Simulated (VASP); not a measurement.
# Mg32O31 (a cell with a defect) in VASP: further runs, part 2 of 2

VASP 6.6.1.

## 3. Single point, PBEsol

File INCAR:

```
  PREC = Accurate
  ENCUT = 520
  EDIFF = 1E-6
  ISMEAR = -1
  SIGMA = 0.05
  LREAL = Auto
  LASPH = T
  NELM = 60
  ALGO = Normal
  ISIF = 2
  LWAVE = F
  LCHARG = T
  GGA = PS
  LELF = T
  LVHAR = T
  NBANDS = 162
  NELECT = 248.0
```

File KPOINTS:

```
regular mesh
0
Gamma
  1 1 1
```

File POSCAR:

```
Mg32O31
1.0
    8.4288080000      0.0000000000      0.0000000000
    0.0000000000      8.4288080000      0.0000000000
    0.0000000000      0.0000000000      8.4288080000
O Mg
31 32
Direct
    0.2501170000      0.0001340000      0.0001260000
    0.2501170000      0.0001350000      0.5001500000
    0.2501060000      0.5001270000      0.0001380000
    0.7501110000      0.0001290000      0.0001300000
    0.7501040000      0.0001310000      0.5001240000
    0.7501240000      0.5001290000      0.0001340000
    0.7501150000      0.5001220000      0.5001020000
    0.0015890000      0.2515960000      0.0001440000
    0.0059040000      0.2559210000      0.5000850000
    0.0015910000      0.7486520000      0.0001400000
    0.0058540000      0.7444020000      0.5001230000
    0.4986270000      0.2516080000      0.0001270000
    0.4943760000      0.2558740000      0.5001330000
    0.4986540000      0.7486680000      0.0001140000
    0.4943160000      0.7443240000      0.5001780000
    0.0015850000      0.0001470000      0.2515960000
    0.0015840000      0.0001260000      0.7486610000
    0.0059150000      0.5000900000      0.2559260000
    0.0058510000      0.5001310000      0.7443920000
    0.4986250000      0.0001290000      0.2516230000
    0.4986560000      0.0001220000      0.7486660000
    0.4943870000      0.5001270000      0.2558520000
    0.4943270000      0.5001710000      0.7443600000
    0.2500750000      0.2559260000      0.2559320000
    0.2501100000      0.2558640000      0.7443960000
    0.2501200000      0.7444030000      0.2558620000
    0.2501560000      0.7443340000      0.7443390000
    0.7501210000      0.2515820000      0.2515850000
    0.7501270000      0.2516200000      0.7486400000
    0.7501070000      0.7486540000      0.2516190000
    0.7501090000      0.7486490000      0.7486510000
    0.9988930000      0.0001260000      0.0001240000
    0.9977020000      0.0000950000      0.5001100000
    0.9977030000      0.5001210000      0.0001150000
    0.9804400000      0.5001410000      0.5001280000
    0.5013390000      0.0001330000      0.0001480000
    0.5025400000      0.0002090000      0.5001550000
    0.5025330000      0.5001520000      0.0001930000
    0.5197800000      0.5001350000      0.5001520000
    0.2501040000      0.2477200000      0.0000790000
    0.2501150000      0.2304720000      0.5001340000
    0.2501300000      0.7525530000      0.0001750000
    0.2501310000      0.7698080000      0.5001390000
    0.7501190000      0.2489150000      0.0001410000
    0.7500900000      0.2477140000      0.5001190000
    0.7501190000      0.7513580000      0.0001450000
    0.7501420000      0.7525570000      0.5001580000
    0.2500840000      0.0000820000      0.2477110000
    0.2501320000      0.0001730000      0.7525520000
    0.2501290000      0.5001280000      0.2304750000
    0.2501150000      0.5001320000      0.7698000000
    0.7500990000      0.0001320000      0.2489120000
    0.7501410000      0.0001600000      0.7513540000
    0.7500350000      0.5001200000      0.2477220000
    0.7501760000      0.5001420000      0.7525650000
    0.0000460000      0.2500650000      0.2500630000
    0.0000970000      0.2501150000      0.7501850000
    0.0000840000      0.7501760000      0.2501090000
    0.0000680000      0.7501710000      0.7501670000
    0.5001650000      0.2500920000      0.2501010000
    0.5001460000      0.2501020000      0.7501560000
    0.5001340000      0.7501700000      0.2501010000
    0.5001960000      0.7501920000      0.7502080000
```

Potentials or basis: VASP PAW PBE potentials, release 64 (O, Mg).

Started as:

```console
$ cat potpaw_PBE.64/O/POTCAR potpaw_PBE.64/Mg/POTCAR > POTCAR
$ mpirun -np 1 vasp_gam > vasp.out
```

OUTCAR:

```text
PREC = Accurate
   ENCUT = 520
   EDIFF = 1E-6
   ISMEAR = -1
   LREAL = Auto
   LASPH = T
   NELM = 60
   ISIF = 2
   GGA = PS
   NELECT = 248.0

 ion  position               nearest neighbor table
   1  0.250  0.000  0.000-  49 2.09  42 2.09  48 2.09  40 2.09  36 2.12  32 2.12
   2  0.250  0.000  0.500-  43 1.94  41 1.94  49 2.13  33 2.13  37 2.13  48 2.13
   3  0.250  0.500  0.000-  50 1.94  51 1.94  34 2.13  40 2.13  42 2.13  38 2.13
   4  0.750  0.000  0.000-  46 2.10  36 2.10  53 2.10  32 2.10  52 2.10  44 2.10
   5  0.750  0.000  0.500-  37 2.09  47 2.09  45 2.09  33 2.09  52 2.12  53 2.12
   6  0.750  0.500  0.000-  55 2.09  34 2.09  54 2.09  38 2.09  44 2.12  46 2.12
[... 75 lines left out ...]
  57  0.000  0.250  0.750-   8 2.11  29 2.11  17 2.11  25 2.11  19 2.11   9 2.11  40 2.98  53 2.98
                            32 2.98  44 2.98  34 2.98  55 2.98  49 2.98  45 2.98  33 2.98  51 2.98
  58  0.000  0.750  0.250-  10 2.11  16 2.11  30 2.11  11 2.11  26 2.11  18 2.11  48 2.98  33 2.98
                            46 2.98  32 2.98  52 2.98  42 2.98  47 2.98  34 2.98  54 2.98  35 2.98
  59  0.000  0.750  0.750-  17 2.11  31 2.11  10 2.11  19 2.11  11 2.11  27 2.11  32 2.98  53 2.98
                            46 2.98  55 2.98  47 2.98  33 2.98  34 2.98  49 2.98  42 2.98  35 2.99
  60  0.500  0.250  0.250-  28 2.11  20 2.11  12 2.11  13 2.11  22 2.11  24 2.11  52 2.98  54 2.98
                            36 2.98  44 2.98  37 2.98  45 2.98  38 2.98  40 2.98  48 2.98  50 2.99
  61  0.500  0.250  0.750-  12 2.11  21 2.11  29 2.11  13 2.11  25 2.11  23 2.11  37 2.98  53 2.98
                            49 2.98  44 2.98  36 2.98  40 2.98  45 2.98  55 2.98  38 2.98  39 2.98
  62  0.500  0.750  0.250-  20 2.11  30 2.11  14 2.11  26 2.11  22 2.11  15 2.11  36 2.98  52 2.98
                            38 2.98  42 2.98  46 2.98  54 2.98  48 2.98  47 2.98  37 2.98  43 2.98
  63  0.500  0.750  0.750-  14 2.11  31 2.11  21 2.11  23 2.11  15 2.11  27 2.11  46 2.98  36 2.98
                            53 2.98  47 2.98  38 2.98  55 2.98  42 2.98  49 2.98  37 2.98  39 2.99

  LATTYP: Found a simple cubic cell.
 ALAT       =     8.4288080000

  Lattice vectors:

 A1 = (   8.4288080000,   0.0000000000,   0.0000000000)
 A2 = (   0.0000000000,   8.4288080000,   0.0000000000)
 A3 = (   0.0000000000,   0.0000000000,   8.4288080000)

Analysis of symmetry for initial positions (statically):
=====================================================================
 Subroutine PRICEL returns:
 Original cell was already a primitive cell.

 Routine SETGRP: Setting up the symmetry group for a
 simple cubic supercell.

 Subroutine GETGRP returns: Found  1 space group operations
 (whereof  1 operations were pure point group operations)
 out of a pool of 48 trial point group operations.

The static configuration has the point symmetry C_1 .

Analysis of symmetry for dynamics (positions and initial velocities):
=====================================================================
 Subroutine PRICEL returns:
 Original cell was already a primitive cell.

 Routine SETGRP: Setting up the symmetry group for a
 simple cubic supercell.

 Subroutine GETGRP returns: Found  1 space group operations
 (whereof  1 operations were pure point group operations)
 out of a pool of 48 trial point group operations.

The dynamic configuration has the point symmetry C_1 .

 Subroutine INISYM returns: Found  1 space group operations
 (whereof  1 operations are pure point group operations),
 and found     1 'primitive' translations

[... 174 lines left out ...]
   k-points           NKPTS =      1   k-points in BZ     NKDIM =      1   number of bands    NBANDS=    162
   number of dos      NEDOS =    301   number of ions     NIONS =     63
   total plane-waves  NPLWV = 262144
   dimension x,y,z NGX =    64 NGY =   64 NGZ =   64
   dimension x,y,z NGXF=   128 NGYF=  128 NGZF=  128
   ions per type =              31  32
   NGX,Y,Z   is equivalent  to a cutoff of  12.62, 12.62, 12.62 a.u.
   NGXF,Y,Z  is equivalent  to a cutoff of  25.25, 25.25, 25.25 a.u.
 SYSTEM =  unknown system
   PREC   = accura    normal or accurate (medium, high low for compatibility)
   ISTART =      0    job   : 0-new  1-cont  2-samecut
   ICHARG =      2    charge: 1-file 2-atom 10-const
   ISPIN  =      1    spin polarized calculation?
   LNONCOLLINEAR =      F non collinear calculations
   LSORBIT =      F    spin-orbit coupling
   LASPH  =      T    aspherical Exc in radial PAW
   ENCUT  =  520.0 eV  38.22 Ry    6.18 a.u.  15.67 15.67 15.67*2*pi/ulx,y,z
   NELM   =     60;   NELMIN=  2; NELMDL= -5     # of ELM steps
   EDIFF  = 0.1E-05   stopping-criterion for ELM
   LREAL  =      T    real-space projection
   EDIFFG = 0.1E-04   stopping-criterion for IOM
   NSW    =      0    number of steps for IOM
   IBRION =     -1    ionic relax: 0-MD 1-quasi-New 2-CG
   NFREE  =      0    steps in history (QN), initial steepest desc. (CG)
   ISIF   =      2    stress and relaxation
   ISYM   =      2    0-nonsym 1-usesym 2-fastsym
   POTIM  = 0.5000    time-step for ionic-motion
   TEBEG  =    0.0;   TEEND  =   0.0 temperature during run
   PSTRESS=    0.0 pullay stress
   NELECT =     248.0000    total number of electrons
   NUPDOWN=      -1.0000    fix difference up-down
   EMIN   =  10.00;   EMAX   =-10.00  energy-range for DOS
   EFERMI =   0.00;   METHOD = LEGACY
   ISMEAR =    -1;   SIGMA  =   0.05  broadening in eV -4-tet -1-fermi 0-gaus
   EFERMI_NEDOS =   21; number of points for ismear=-14 and -15
   IALGO  =     38    algorithm
   IMIX   =      4    mixing-type and parameters
     AMIX     =   0.40;   BMIX     =  1.00
     AMIX_MAG =   1.60;   BMIX_MAG =  1.00
  volume/ion in A,a.u.               =       9.51        64.14
  Fermi-wavevector in a.u.,A,eV,Ry     =   1.220279  2.305993 20.260183  1.489081
  Thomas-Fermi vector in A             =   2.355502
   LORBIT       =      0    0 simple, 1 ext, 2 COOP (PROOUT), +10 PAW based schemes
   GGA     = PS    functional components
   LHFCALC =     F    Hartree Fock is set to
   AEXX    =    0.0000 exact exchange contribution
   IVDW    =     0    specifies the selected vdW correction
   LEPSILON=     F    determine dielectric tensor
   LRPA    =     F    only Hartree local field effects (RPA)
 non-spin polarized calculation
  energy-cutoff  :      520.00
  volume of cell :      598.82
 maximum number of plane-waves:      8068
 NGX is ok and might be reduce to    64
   NGX = 31   NGY = 31   NGZ = 31

 number of electron     247.9999952 magnetization

 Free energy of the ion-electron system (eV)
  ---------------------------------------------------
  ext. energy  EPLUGINS =         0.00000000
  ---------------------------------------------------
  free energy    TOTEN  =      -398.57752842 eV

  energy without entropy =     -398.57752842  energy(sigma->0) =     -398.57752842

 E-fermi :   4.1292     XC(G=0): -11.1555

 val. band max:        2.9735817062   @ k =   0.0000   0.0000   0.0000
 cond. band min:       5.2344746044   @ k =   0.0000   0.0000   0.0000
 fundamental gap:      2.2608928982
 Fermi energy:         4.1291828543

 k-point     1 :       0.0000    0.0000    0.0000
  band No.  band energies     occupation
      1     -14.1572      2.00000
      2     -13.5305      2.00000
      3     -13.5305      2.00000
      4     -13.4109      2.00000
      5     -13.4107      2.00000
      6     -13.4086      2.00000
[... 128 lines left out ...]
    135      10.8840      0.00000
    136      11.4478      0.00000
 [bands above 136 left out]

------------------------ aborting loop because EDIFF is reached ----------------------------------------

  FORCE on cell =-STRESS in cart. coord.  units (eV):
  Direction    XX          YY          ZZ          XY          YZ          ZX
  --------------------------------------------------------------------------------------
  -------------------------------------------------------------------------------------
  Total      -13.0931344    -13.0938346    -13.0945933     -0.0051082     -0.0047594     -0.0059159
  in kB      -35.0312573    -35.0331308    -35.0351606     -0.0136672     -0.0127341     -0.0158282
  external PRESSURE =     -35.0331829 kB  Pullay stress =       0.0000000 kB

 VOLUME and BASIS-vectors are now :
 -----------------------------------------------------------------------------
  energy-cutoff  :      520.00
  volume of cell :      598.82
      direct lattice vectors                 reciprocal lattice vectors
     8.428808000  0.000000000  0.000000000     0.118640738  0.000000000  0.000000000
     0.000000000  8.428808000  0.000000000     0.000000000  0.118640738  0.000000000
     0.000000000  0.000000000  8.428808000     0.000000000  0.000000000  0.118640738

 POSITION                                       TOTAL-FORCE (eV/Angst)
 -----------------------------------------------------------------------------------
      2.10819      0.00113      0.00106        -0.001328     -0.001518     -0.000669
      2.10819      0.00114      4.21567        -0.001173     -0.000640     -0.002423
      2.10810      4.21547      0.00116        -0.000167     -0.000546     -0.001514
      6.32254      0.00109      0.00110        -0.000581     -0.000716     -0.000869
      6.32248      0.00110      4.21545         0.000159     -0.000448     -0.000389
      6.32265      4.21549      0.00113        -0.001739     -0.001031     -0.000532
[... 55 lines left out ...]
      4.21553      6.32304      2.10805         0.012439      0.011323     -0.006947
      4.21606      6.32322      6.32336         0.005423      0.007138      0.005756
 -----------------------------------------------------------------------------------
    total drift:                               -0.005617     -0.007165     -0.007626

  FREE ENERGIE OF THE ION-ELECTRON SYSTEM (eV)
  ---------------------------------------------------
  free  energy   TOTEN  =      -398.5775284233 eV

  energy  without entropy=     -398.5775284220  energy(sigma->0) =     -398.57752842
```

Wall time 2.5 min (1 thread of Intel Xeon Platinum 8375C at 2.90GHz (Ice Lake), shared host); peak memory 0.53 GiB.

Results:

| Item | Value |
| --- | --- |
| Free energy | -398.5775 eV |
| Largest force | 0.072 eV/Å |

Forces on the atoms (eV/Å):
```
O   -0.001 -0.002 -0.001
O   -0.001 -0.001 -0.002
O    0.000 -0.001 -0.002
O   -0.001 -0.001 -0.001
O    0.000  0.000  0.000
O   -0.002 -0.001 -0.001
O   -0.002 -0.001  0.001
O    0.005  0.006 -0.002
O    0.019  0.020  0.007
O    0.006 -0.005  0.001
O    0.024 -0.022  0.002
O   -0.005  0.006  0.002
O   -0.022  0.024  0.001
O   -0.007 -0.007  0.005
O   -0.019 -0.018 -0.005
O    0.005 -0.003  0.006
O    0.006  0.002 -0.007
O    0.019  0.006  0.019
O    0.024  0.002 -0.022
O   -0.005  0.002  0.005
O   -0.007  0.004 -0.007
O   -0.023  0.002  0.025
O   -0.019 -0.005 -0.019
O    0.006  0.020  0.020
O    0.001  0.025 -0.023
O    0.001 -0.023  0.024
O   -0.004 -0.018 -0.018
O   -0.002  0.007  0.007
O    0.001  0.005 -0.004
O    0.001 -0.006  0.005
O    0.004 -0.005 -0.005
Mg   0.002  0.000  0.000
Mg   0.003  0.005  0.002
Mg   0.003  0.002  0.005
Mg  -0.069 -0.003 -0.003
Mg  -0.003  0.001 -0.001
Mg  -0.005 -0.007 -0.001
Mg  -0.004 -0.002 -0.007
Mg   0.071  0.001  0.001
Mg   0.002  0.003  0.007
Mg  -0.003 -0.071 -0.003
Mg  -0.001 -0.005 -0.006
Mg   0.001  0.070  0.002
Mg  -0.001  0.001 -0.002
Mg   0.005  0.004  0.001
Mg   0.001 -0.003  0.000
Mg  -0.004 -0.005 -0.002
Mg   0.003  0.007  0.004
Mg  -0.001 -0.005 -0.004
Mg  -0.004 -0.002 -0.071
Mg   0.002  0.002  0.071
Mg   0.000 -0.001  0.002
Mg  -0.002 -0.001 -0.002
Mg   0.008  0.002  0.003
Mg  -0.006 -0.001 -0.005
Mg  -0.006 -0.006 -0.006
Mg  -0.012 -0.012  0.005
Mg  -0.012  0.006 -0.012
Mg  -0.006  0.011  0.011
Mg   0.005 -0.011 -0.012
Mg   0.012 -0.008  0.013
Mg   0.012  0.011 -0.007
Mg   0.005  0.007  0.006
```

Caveat: the k points lie up to 0.75 Å⁻¹ apart; the cell carries a net charge on a neutralising background, which shifts energy and pressure; the cell is charged against a uniform background, so pressure and absolute levels hang on convention; the PAW data sets were made with another functional, which shifts forces and pressure a little.
